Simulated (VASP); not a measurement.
A run of VASP 6.6.1:

File INCAR:

```
PREC = Accurate ; ENCUT = 520
EDIFF = 1E-6 ; ISMEAR = -1
SIGMA = 0.05 ; LREAL = False
LASPH = True ; NELM = 80
ALGO = Normal ; ISIF = 2
LWAVE = False ; LCHARG = True
GGA = PS ; LELF = True
LVHAR = True ; NBANDS = 49
```

Contents of KPOINTS:

```
regular mesh
0
Gamma
  10 10 1
```

POSCAR

```
WS2
1.0
    3.1459972608      0.0000000000      0.0000000000
   -1.5729986304      2.7245135481      0.0000000000
    0.0000000000      0.0000000000     28.3646106325
W S
3 6
Direct
    0.6666666667      0.3333333333      0.4356085994
    0.6666666667      0.3333333333      0.8838066769
    0.0000000000      0.0000000000      0.6597627339
    0.6666666667      0.3333333333      0.6045003565
    0.0000000000      0.0000000000      0.3803841996
    0.0000000000      0.0000000000      0.8285403056
    0.6666666667      0.3333333333      0.7150249780
    0.0000000000      0.0000000000      0.4908747825
    0.0000000000      0.0000000000      0.9390313576
```

Potentials or basis: VASP PAW PBE potentials, release 64 (W_sv, S).

The run is started by

```sh
$ cat potpaw_PBE.64/W_sv/POTCAR potpaw_PBE.64/S/POTCAR > POTCAR
$ mpirun -np 1 vasp_std > vasp.out
```

Hardware: 1 thread of Intel Xeon 8259CL (shared host).

Problem. How long does it take, and how much memory?

Solution. It took 6.7 min on 1 thread of Intel Xeon 8259CL, with other jobs on the host, peak memory 0.41 GiB. Counts: scf iterations 24, k points 14.
